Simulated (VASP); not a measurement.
# Hf (Im-3m) in VASP: single point with PBE

Aim: the single point of Hf with PBE.

Program: VASP 6.6.1. These are calculated values, not measurements. Logs are shortened: lines on timing, memory, paths and dates and some standing lists are left out, and cuts for length are marked.

**1. The cell of the first run**

It takes space group Im-3m (No. 229, cubic). Conventional cell: a = 3.547 Å, b = 3.547 Å, c = 3.547 Å, α = 90.00°, β = 90.00°, γ = 90.00°. Within 4.0 Å of Hf (site symmetry m-3m) lie 14 Hf at 3.07 to 3.55 Å.

**2. Single point, PBE**

Input file INCAR:

```
SYSTEM = Hf
PREC     = Accurate       ! precision mode
ENCUT    = 500            ! plane-wave cutoff, eV
EDIFF    = 1E-6           ! SCF threshold, eV
ISMEAR   = 0              ! smearing method
SIGMA    = 0.05           ! smearing width, eV
LREAL    = .False.        ! projectors in reciprocal space
LASPH    = .True.         ! aspherical terms in the spheres
NELM     = 120            ! most SCF steps
ALGO     = Normal         ! electronic algorithm
ISIF     = 2              ! what is computed and relaxed
LWAVE    = .False.        ! write WAVECAR
LCHARG   = .False.        ! write CHGCAR
GGA      = PE             ! functional
NBANDS   = 11             ! bands
GGA_COMPAT= .False.
```

Input file KPOINTS:

```
Automatic mesh
0
Gamma
  8 8 8
  0 0 0
```

Input file POSCAR:

```
Hf
1.0
   -1.7733967552      1.7733967552      1.7733967552
    1.7733967552     -1.7733967552      1.7733967552
    1.7733967552      1.7733967552     -1.7733967552
Hf
1
Direct
    0.0000000000      0.0000000000      0.0000000000
```

Potentials or basis: VASP PAW PBE potentials, release 64 (Hf_pv).

Started as:

```console
$ cat potpaw_PBE.64/Hf_pv/POTCAR > POTCAR
$ mpirun -np 1 vasp_std > vasp.out
```

OUTCAR:

```text
SYSTEM = Hf
   PREC = Accurate
   ENCUT = 500
   EDIFF = 1E-6
   ISMEAR = 0
   LREAL = .False.
   LASPH = .True.
   NELM = 120
   ISIF = 2
   GGA = PE

 ion  position               nearest neighbor table
   1  0.000  0.000  0.000-

  LATTYP: Found a body centered cubic cell.
 ALAT       =     3.5467935104

  Lattice vectors:

 A1 = (  -1.7733967552,   1.7733967552,   1.7733967552)
 A2 = (   1.7733967552,  -1.7733967552,   1.7733967552)
 A3 = (   1.7733967552,   1.7733967552,  -1.7733967552)

Analysis of symmetry for initial positions (statically):
=====================================================================
 Subroutine PRICEL returns:
 Original cell was already a primitive cell.

 Routine SETGRP: Setting up the symmetry group for a
 body centered cubic supercell.

 Subroutine GETGRP returns: Found 48 space group operations
 (whereof 48 operations were pure point group operations)
 out of a pool of 48 trial point group operations.

The static configuration has the point symmetry O_h .

Analysis of symmetry for dynamics (positions and initial velocities):
=====================================================================
 Subroutine PRICEL returns:
 Original cell was already a primitive cell.

 Routine SETGRP: Setting up the symmetry group for a
 body centered cubic supercell.

 Subroutine GETGRP returns: Found 48 space group operations
 (whereof 48 operations were pure point group operations)
 out of a pool of 48 trial point group operations.

The dynamic configuration has the point symmetry O_h .

 Subroutine INISYM returns: Found 48 space group operations
 (whereof 48 operations are pure point group operations),
 and found     1 'primitive' translations

----------------------------------------------------------------------------------------

                                     Primitive cell

  volume of cell :      22.3089

  direct lattice vectors                    reciprocal lattice vectors
    -1.773396755  1.773396755  1.773396755     0.000000000  0.281944804  0.281944804
     1.773396755 -1.773396755  1.773396755     0.281944804  0.000000000  0.281944804
     1.773396755  1.773396755 -1.773396755     0.281944804  0.281944804  0.000000000

  length of vectors
     3.071613282  3.071613282  3.071613282     0.398730165  0.398730165  0.398730165

  position of ions in fractional coordinates (direct lattice)
     0.000000000  0.000000000  0.000000000

  ion indices of the primitive-cell ions
   primitive index   ion index
                 1           1

----------------------------------------------------------------------------------------

 KPOINTS: Automatic mesh

Automatic generation of k-mesh.
 Grid dimensions read from file:
 generate k-points for:    8    8    8

 Generating k-lattice:

  Cartesian coordinates                     Fractional coordinates (reciprocal lattice)
     0.000000000  0.035243100  0.035243100     0.125000000  0.000000000  0.000000000
     0.035243100  0.000000000  0.035243100     0.000000000  0.125000000  0.000000000
     0.035243100  0.035243100  0.000000000     0.000000000  0.000000000  0.125000000

  Length of vectors
     0.049841271  0.049841271  0.049841271

  Shift w.r.t. Gamma in fractional coordinates (k-lattice)
     0.000000000  0.000000000  0.000000000

 Subroutine IBZKPT returns following result:
 ===========================================

 Found     29 irreducible k-points:

 Following reciprocal coordinates:
            Coordinates               Weight
  0.000000  0.000000  0.000000      1.000000
  0.125000  0.000000  0.000000     12.000000
  0.250000  0.000000  0.000000     12.000000
  0.375000  0.000000  0.000000     12.000000
  0.500000  0.000000  0.000000      6.000000
  0.125000  0.125000  0.000000     24.000000
[... 16 lines left out ...]
 -0.250000  0.250000  0.250000      6.000000
 -0.375000  0.375000  0.250000     24.000000
 [... further k-points ...]
   k-points           NKPTS =     29   k-points in BZ     NKDIM =     29   number of bands    NBANDS=     11
   number of dos      NEDOS =    301   number of ions     NIONS =      1
   total plane-waves  NPLWV =  13824
   dimension x,y,z NGX =    24 NGY =   24 NGZ =   24
   dimension x,y,z NGXF=    48 NGYF=   48 NGZF=   48
   ions per type =               1
   NGX,Y,Z   is equivalent  to a cutoff of  12.99, 12.99, 12.99 a.u.
   NGXF,Y,Z  is equivalent  to a cutoff of  25.98, 25.98, 25.98 a.u.
 SYSTEM =  Hf
   PREC   = accura    normal or accurate (medium, high low for compatibility)
   ISTART =      0    job   : 0-new  1-cont  2-samecut
   ICHARG =      2    charge: 1-file 2-atom 10-const
   ISPIN  =      1    spin polarized calculation?
   LNONCOLLINEAR =      F non collinear calculations
   LSORBIT =      F    spin-orbit coupling
   LASPH  =      T    aspherical Exc in radial PAW
   ENCUT  =  500.0 eV  36.75 Ry    6.06 a.u.   5.60  5.60  5.60*2*pi/ulx,y,z
   NELM   =    120;   NELMIN=  2; NELMDL= -5     # of ELM steps
   EDIFF  = 0.1E-05   stopping-criterion for ELM
   LREAL  =      F    real-space projection
   EDIFFG = 0.1E-04   stopping-criterion for IOM
   NSW    =      0    number of steps for IOM
   IBRION =     -1    ionic relax: 0-MD 1-quasi-New 2-CG
   NFREE  =      0    steps in history (QN), initial steepest desc. (CG)
   ISIF   =      2    stress and relaxation
   ISYM   =      2    0-nonsym 1-usesym 2-fastsym
   POTIM  = 0.5000    time-step for ionic-motion
   TEBEG  =    0.0;   TEEND  =   0.0 temperature during run
   PSTRESS=    0.0 pullay stress
   NELECT =      10.0000    total number of electrons
   NUPDOWN=      -1.0000    fix difference up-down
   EMIN   =  10.00;   EMAX   =-10.00  energy-range for DOS
   EFERMI =   0.00;   METHOD = LEGACY
   ISMEAR =     0;   SIGMA  =   0.05  broadening in eV -4-tet -1-fermi 0-gaus
   EFERMI_NEDOS =   21; number of points for ismear=-14 and -15
   IALGO  =     38    algorithm
   IMIX   =      4    mixing-type and parameters
     AMIX     =   0.40;   BMIX     =  1.00
     AMIX_MAG =   1.60;   BMIX_MAG =  1.00
  volume/ion in A,a.u.               =      22.31       150.55
  Fermi-wavevector in a.u.,A,eV,Ry     =   1.252898  2.367633 21.357779  1.569752
  Thomas-Fermi vector in A             =   2.386776
   LORBIT       =      0    0 simple, 1 ext, 2 COOP (PROOUT), +10 PAW based schemes
   GGA     = PE    functional components
   LHFCALC =     F    Hartree Fock is set to
   AEXX    =    0.0000 exact exchange contribution
   IVDW    =     0    specifies the selected vdW correction
   LEPSILON=     F    determine dielectric tensor
   LRPA    =     F    only Hartree local field effects (RPA)
 non-spin polarized calculation
 Gauss-broadening in eV      SIGMA  =   0.05
  energy-cutoff  :      500.00
  volume of cell :       22.31
 maximum number of plane-waves:       586
 NGX is ok and might be reduce to    24
   NGX = 11   NGY = 11   NGZ = 11

 number of electron      10.0000001 magnetization

 Free energy of the ion-electron system (eV)
  ---------------------------------------------------
  ext. energy  EPLUGINS =         0.00000000
  ---------------------------------------------------
  free energy    TOTEN  =        -9.75204960 eV

  energy without entropy =       -9.74991316  energy(sigma->0) =       -9.75098138

 E-fermi :   4.5503     XC(G=0): -11.2969

 val. band max:        4.5092795296   @ k =  -0.2500   0.2500   0.2500
 cond. band min:       4.5768108895   @ k =   0.2500   0.2500   0.0000
 fundamental gap:      0.0675313599
 Fermi energy:         4.5503482614

 k-point     1 :       0.0000    0.0000    0.0000
  band No.  band energies     occupation
      1     -25.2379      2.00000
      2     -25.2379      2.00000
      3     -25.2379      2.00000
      4      -2.4507      2.00000
      5       6.1226      0.00000
      6       6.1226      0.00000
      7       6.1226      0.00000
      8       8.9096      0.00000
      9       8.9096      0.00000
     10      17.8948      0.00000
     11      17.8948      0.00000

 k-point     2 :       0.1250    0.0000    0.0000
  band No.  band energies     occupation
      1     -25.3664      2.00000
      2     -25.2781      2.00000
      3     -25.2384      2.00000
      4      -1.8849      2.00000
      5       5.7422      0.00000
      6       5.9158      0.00000
      7       6.6887      0.00000
      8       8.4298      0.00000
      9       8.9133      0.00000
     10      17.8565      0.00000
     11      18.3647      0.00000

 k-point     3 :       0.2500    0.0000    0.0000
  band No.  band energies     occupation
      1     -25.6650      2.00000
      2     -25.3738      2.00000
      3     -25.2398      2.00000
      4      -0.4516      2.00000
      5       4.9691      0.00000
      6       5.1426      0.00000
      7       8.3060      0.00000
      8       8.4036      0.00000
      9       9.0590      0.00000
     10      17.8471      0.00000
     11      18.0052      0.00000

 k-point     4 :       0.3750    0.0000    0.0000
  band No.  band energies     occupation
      1     -25.9487      2.00000
      2     -25.4677      2.00000
      3     -25.2412      2.00000
      4       0.8811      2.00000
      5       4.3314      2.00000
      6       5.0174      0.00000
      7       8.7890      0.00000
      8       9.4550      0.00000
      9      10.6379      0.00000
     10      16.0446      0.00000
     11      16.1469      0.00000
[... 239 lines left out ...]
 k-point    22 :       0.2500    0.2500    0.2500
  band No.  band energies     occupation
      1     -25.6503      2.00000
      2     -25.6503      2.00000
      3     -25.6503      2.00000
      4       3.9521      2.00000
      5       3.9521      2.00000
      6       3.9521      2.00000
      7       9.8993      0.00000
      8       9.8993      0.00000
      9      10.2831      0.00000
     10      16.0277      0.00000
     11      16.0277      0.00000

 k-point    23 :      -0.2500    0.2500    0.2500
  band No.  band energies     occupation
      1     -25.6802      2.00000
      2     -25.5208      2.00000
      3     -25.5208      2.00000
      4       1.2441      2.00000
      5       4.5093      1.75460
      6       6.3823      0.00000
      7       6.3823      0.00000
      8       8.2416      0.00000
      9       9.5892      0.00000
     10      17.2928      0.00000
     11      17.8759      0.00000

 k-point    24 :      -0.3750    0.3750    0.2500
  band No.  band energies     occupation
      1     -25.8532      2.00000
      2     -25.6220      2.00000
      3     -25.5450      2.00000
      4       2.3567      2.00000
      5       3.5097      2.00000
      6       6.3957      0.00000
      7       6.8950      0.00000
      8       9.6569      0.00000
      9      10.1161      0.00000
     10      16.7150      0.00000
     11      17.8696      0.00000

 [... further k-points ...]
[... 5 lines left out ...]
  --------------------------------------------------------------------------------------
  -------------------------------------------------------------------------------------
  Total       -0.0903302     -0.0903302     -0.0903302     -0.0000000      0.0000000      0.0000000
  in kB       -6.4873249     -6.4873249     -6.4873249     -0.0000000      0.0000000      0.0000000
  external PRESSURE =      -6.4873249 kB  Pullay stress =       0.0000000 kB

 VOLUME and BASIS-vectors are now :
 -----------------------------------------------------------------------------
  energy-cutoff  :      500.00
  volume of cell :       22.31
      direct lattice vectors                 reciprocal lattice vectors
    -1.773396755  1.773396755  1.773396755     0.000000000  0.281944804  0.281944804
     1.773396755 -1.773396755  1.773396755     0.281944804  0.000000000  0.281944804
     1.773396755  1.773396755 -1.773396755     0.281944804  0.281944804  0.000000000

 POSITION                                       TOTAL-FORCE (eV/Angst)
 -----------------------------------------------------------------------------------
      0.00000      0.00000      0.00000         0.000000     -0.000000      0.000000
 -----------------------------------------------------------------------------------
    total drift:                                0.000000      0.000000     -0.000000

  FREE ENERGIE OF THE ION-ELECTRON SYSTEM (eV)
  ---------------------------------------------------
  free  energy   TOTEN  =        -9.7520495970 eV

  energy  without entropy=       -9.7499131561  energy(sigma->0) =       -9.75098138
```

Wall time 11 s (1 thread of Intel Xeon 8259CL, shared host); peak memory 0.14 GiB.

Results:

| Quantity | Value |
| --- | --- |
| Free energy | -9.7520 eV |
| Pressure | -0.6 GPa |
| Band gap on the k mesh | zero (band 5 reaches 6.12 eV, above the bottom of band 6 at 3.85 eV) |

Levels at points of the mesh, in eV from the Fermi level:
```
           k point  band 1  band 2  band 3  band 4  band 5  band 6  band 7  band 8  band 9  band 10
(0.00, 0.00, 0.00)  -29.79  -29.79  -29.79   -7.00    1.57    1.57    1.57    4.36    4.36    13.34
(0.50, 0.00, 0.00)  -30.61  -30.06  -29.79   -3.34   -0.46    1.12    4.19    5.19    7.67    10.26
(0.50, 0.50, 0.50)  -30.37  -30.37  -30.37   -2.54   -2.54    6.84    6.84    6.84    7.29     7.29
```

Caveat: spin-orbit coupling is left out, which moves the levels of the heavy elements.
